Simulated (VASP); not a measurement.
# GaP (F-43m) in VASP: further runs

The runs below take GaP through single point, with r2SCAN.

Program: VASP 6.6.1. These are calculated values, not measurements. Logs are shortened: lines on timing, memory, paths and dates and some standing lists are left out, and cuts for length are marked.

**Measured values to compare with.**

From “Stacking defects in GaP nanowires: Electronic structure and optical properties”, 2018, arxiv:1810.01194, for a bulk crystal of GaP at 10 K: band gap 2.34 eV (indirect).

How close the calculation comes is told below.

### 1 The cell of the first run

The structure is cubic, space group F-43m (No. 216). The conventional cell has a = 5.451 Å, b = 5.451 Å, c = 5.451 Å, α = 90.00°, β = 90.00°, γ = 90.00°. Within 3.1 Å of Ga (site symmetry -43m) lie 4 P at 2.36 Å. P (site symmetry -43m) has 4 Ga at 2.36 Å within 3.1 Å.

### 2 Single point, r2SCAN

POSCAR

```
GaP
1.0
    0.0000000000      2.7254102088      2.7254102088
    2.7254102088      0.0000000000      2.7254102088
    2.7254102088      2.7254102088      0.0000000000
Ga P
1 1
Direct
    0.0000000000      0.0000000000      0.0000000000
    0.2500000000      0.2500000000      0.2500000000
```

INCAR.step1

```
  PREC = Accurate
  ENCUT = 520
  ISMEAR = 0
  SIGMA = 0.5
  LREAL = False
  LASPH = True
  NELM = 60
  NBANDS = 16
  GGA = PE
  ALGO = Normal
  EDIFF = 1E-4
  LWAVE = True
  LCHARG = False
```

INCAR.step2

```
  PREC = Accurate
  ENCUT = 520
  EDIFF = 1E-7
  ISMEAR = 0
  SIGMA = 0.5
  LREAL = False
  LASPH = True
  NELM = 60
  ALGO = Normal
  ISIF = 2
  LWAVE = False
  LCHARG = True
  METAGGA = R2SCAN
  LMIXTAU = True
  LELF = True
  LVHAR = True
  NBANDS = 16
  ISTART = 1
```

KPOINTS

```
Automatic mesh
0
Gamma
  6 6 6
```

Potentials or basis: VASP PAW PBE potentials, release 64 (Ga_d, P).

Launch:

```sh
> cat potpaw_PBE.64/Ga_d/POTCAR potpaw_PBE.64/P/POTCAR > POTCAR
> cp INCAR.step1 INCAR
> mpirun -np 1 vasp_std > vasp.out
> cp INCAR.step2 INCAR
> mpirun -np 1 vasp_std > vasp.out
```

OUTCAR:

```text
PREC = Accurate
   ENCUT = 520
   EDIFF = 1E-7
   ISMEAR = 0
   LREAL = False
   LASPH = True
   NELM = 60
   ISIF = 2
   METAGGA = R2SCAN
   ISTART = 1

 ion  position               nearest neighbor table
   1  0.000  0.000  0.000-   2 2.36   2 2.36   2 2.36   2 2.36
   2  0.250  0.250  0.250-   1 2.36   1 2.36   1 2.36   1 2.36

  LATTYP: Found a face centered cubic cell.
 ALAT       =     5.4508204176

  Lattice vectors:

 A1 = (   0.0000000000,   2.7254102088,   2.7254102088)
 A2 = (   2.7254102088,   0.0000000000,   2.7254102088)
 A3 = (   2.7254102088,   2.7254102088,   0.0000000000)

Analysis of symmetry for initial positions (statically):
=====================================================================
 Subroutine PRICEL returns:
 Original cell was already a primitive cell.

 Routine SETGRP: Setting up the symmetry group for a
 face centered cubic supercell.

 Subroutine GETGRP returns: Found 24 space group operations
 (whereof 24 operations were pure point group operations)
 out of a pool of 48 trial point group operations.

The static configuration has the point symmetry T_d .

Analysis of symmetry for dynamics (positions and initial velocities):
=====================================================================
 Subroutine PRICEL returns:
 Original cell was already a primitive cell.

 Routine SETGRP: Setting up the symmetry group for a
 face centered cubic supercell.

 Subroutine GETGRP returns: Found 24 space group operations
 (whereof 24 operations were pure point group operations)
 out of a pool of 48 trial point group operations.

The dynamic configuration has the point symmetry T_d .

 Subroutine INISYM returns: Found 24 space group operations
 (whereof 24 operations are pure point group operations),
 and found     1 'primitive' translations

----------------------------------------------------------------------------------------

                                     Primitive cell

  volume of cell :      40.4879

  direct lattice vectors                    reciprocal lattice vectors
     0.000000000  2.725410209  2.725410209    -0.183458622  0.183458622  0.183458622
     2.725410209  0.000000000  2.725410209     0.183458622 -0.183458622  0.183458622
     2.725410209  2.725410209  0.000000000     0.183458622  0.183458622 -0.183458622

  length of vectors
     3.854312080  3.854312080  3.854312080     0.317759654  0.317759654  0.317759654

  position of ions in fractional coordinates (direct lattice)
[... 70 lines left out ...]
   EDIFF  = 0.1E-06   stopping-criterion for ELM
   LREAL  =      F    real-space projection
   EDIFFG = 0.1E-05   stopping-criterion for IOM
   NSW    =      0    number of steps for IOM
   IBRION =     -1    ionic relax: 0-MD 1-quasi-New 2-CG
   NFREE  =      0    steps in history (QN), initial steepest desc. (CG)
   ISIF   =      2    stress and relaxation
   ISYM   =      2    0-nonsym 1-usesym 2-fastsym
   POTIM  = 0.5000    time-step for ionic-motion
   TEBEG  =    0.0;   TEEND  =   0.0 temperature during run
   PSTRESS=    0.0 pullay stress
   NELECT =      18.0000    total number of electrons
   NUPDOWN=      -1.0000    fix difference up-down
   EMIN   =  10.00;   EMAX   =-10.00  energy-range for DOS
   EFERMI =   0.00;   METHOD = LEGACY
   ISMEAR =     0;   SIGMA  =   0.50  broadening in eV -4-tet -1-fermi 0-gaus
   EFERMI_NEDOS =   21; number of points for ismear=-14 and -15
   IALGO  =     38    algorithm
   IMIX   =      4    mixing-type and parameters
     AMIX     =   0.40;   BMIX     =  1.00
     AMIX_MAG =   1.60;   BMIX_MAG =  1.00
  volume/ion in A,a.u.               =      20.24       136.61
  Fermi-wavevector in a.u.,A,eV,Ry     =   1.249464  2.361145 21.240879  1.561161
  Thomas-Fermi vector in A             =   2.383503
   LORBIT       =      0    0 simple, 1 ext, 2 COOP (PROOUT), +10 PAW based schemes
   METAGGA = R2SCAN    functional components
   LHFCALC =     F    Hartree Fock is set to
   AEXX    =    0.0000 exact exchange contribution
   IVDW    =     0    specifies the selected vdW correction
   LEPSILON=     F    determine dielectric tensor
   LRPA    =     F    only Hartree local field effects (RPA)
 non-spin polarized calculation
 Gauss-broadening in eV      SIGMA  =   0.50
  energy-cutoff  :      520.00
  volume of cell :       40.49
 maximum number of plane-waves:      1113
 NGX is ok and might be reduce to    30
   NGX = 15   NGY = 15   NGZ = 15

 number of electron      17.9999989 magnetization

 Free energy of the ion-electron system (eV)
  ---------------------------------------------------
  ext. energy  EPLUGINS =         0.00000000
  ---------------------------------------------------
  free energy    TOTEN  =       -21.45104093 eV

  energy without entropy =      -21.45067808  energy(sigma->0) =      -21.45085950

 E-fermi :   5.3755     XC(G=0): -10.5460

 val. band max:        4.4654487123   @ k =   0.0000   0.0000   0.0000
 cond. band min:       6.3748845813   @ k =   0.5000   0.5000   0.0000
 fundamental gap:      1.9094358690
 Fermi energy:         5.3754796745

 k-point     1 :       0.0000    0.0000    0.0000
  band No.  band energies     occupation
      1     -10.5295      2.00000
      2     -10.5295      2.00000
      3     -10.5295      2.00000
      4     -10.4160      2.00000
      5     -10.4160      2.00000
      6      -8.5551      2.00000
[... 281 lines left out ...]
      3     -10.4638      2.00000
      4     -10.4384      2.00000
      5     -10.4018      2.00000
      6      -5.3876      2.00000
[... 8 lines left out ...]
     15      17.0454      0.00000
     16      18.8507      0.00000

------------------------ aborting loop because EDIFF is reached ----------------------------------------

  FORCE on cell =-STRESS in cart. coord.  units (eV):
  Direction    XX          YY          ZZ          XY          YZ          ZX
  --------------------------------------------------------------------------------------
  -------------------------------------------------------------------------------------
  Total       -0.0014978     -0.0014978     -0.0014978      0.0000000      0.0000000     -0.0000000
  in kB       -0.0592704     -0.0592704     -0.0592704      0.0000000      0.0000000     -0.0000000
  external PRESSURE =      -0.0592704 kB  Pullay stress =       0.0000000 kB

 VOLUME and BASIS-vectors are now :
 -----------------------------------------------------------------------------
  energy-cutoff  :      520.00
  volume of cell :       40.49
      direct lattice vectors                 reciprocal lattice vectors
     0.000000000  2.725410209  2.725410209    -0.183458622  0.183458622  0.183458622
     2.725410209  0.000000000  2.725410209     0.183458622 -0.183458622  0.183458622
     2.725410209  2.725410209  0.000000000     0.183458622  0.183458622 -0.183458622

 POSITION                                       TOTAL-FORCE (eV/Angst)
 -----------------------------------------------------------------------------------
      0.00000      0.00000      0.00000        -0.000000     -0.000000     -0.000000
      1.36271      1.36271      1.36271         0.000000      0.000000      0.000000
 -----------------------------------------------------------------------------------
    total drift:                                0.000010      0.000010      0.000010

  FREE ENERGIE OF THE ION-ELECTRON SYSTEM (eV)
  ---------------------------------------------------
  free  energy   TOTEN  =       -21.4510409302 eV

  energy  without entropy=      -21.4506780776  energy(sigma->0) =      -21.45085950
```

OUTCAR.step1:

```text
PREC = Accurate
   ENCUT = 520
   ISMEAR = 0
   LREAL = False
   LASPH = True
[... 515 lines left out ...]
      0.00000      0.00000      0.00000         0.000000      0.000000      0.000000
      1.36271      1.36271      1.36271        -0.000000     -0.000000     -0.000000
 -----------------------------------------------------------------------------------
    total drift:                                0.000002      0.000002      0.000002

  FREE ENERGIE OF THE ION-ELECTRON SYSTEM (eV)
  ---------------------------------------------------
  free  energy   TOTEN  =        -9.1025360078 eV

  energy  without entropy=       -9.1013299278  energy(sigma->0) =       -9.10193297
```

OSZICAR.step1:

```text
N       E                     dE             d eps       ncg     rms          rms(c)
DAV:   1     0.800351285701E+02    0.80035E+02   -0.89202E+03   536   0.162E+03
DAV:   2    -0.327953206037E+01   -0.83315E+02   -0.80074E+02   600   0.313E+02
DAV:   3    -0.928032945849E+01   -0.60008E+01   -0.59857E+01   648   0.643E+01
DAV:   4    -0.937373818388E+01   -0.93409E-01   -0.93394E-01   632   0.870E+00
DAV:   5    -0.937570011636E+01   -0.19619E-02   -0.19619E-02   616   0.112E+00    0.425E+00
DAV:   6    -0.912932333258E+01    0.24638E+00   -0.37846E-01   800   0.105E+01    0.282E+00
DAV:   7    -0.910169767059E+01    0.27626E-01   -0.96693E-02   640   0.209E+00    0.112E+00
DAV:   8    -0.910205361070E+01   -0.35594E-03   -0.13711E-02   616   0.142E+00    0.200E-01
DAV:   9    -0.910246578117E+01   -0.41217E-03   -0.13307E-03   608   0.506E-01    0.814E-02
DAV:  10    -0.910253600778E+01   -0.70227E-04   -0.89223E-05   536   0.119E-01
   1 F= -.91025360E+01 E0= -.91019330E+01  d E =-.120608E-02
```

It took 30 s on 1 thread of Intel Xeon 6975P-C (Granite Rapids), shared host; peak memory 0.17 GiB.

Results:

| Item | Value |
| --- | --- |
| Free energy | -21.4510 eV |
| Pressure | 0.0 GPa |
| Band gap on the k mesh | 1.91 eV, indirect (least direct gap 2.34 eV) |

Caveat: the PAW data sets were made with another functional, which shifts forces and pressure a little.

(Continued in part 2 of 2.)
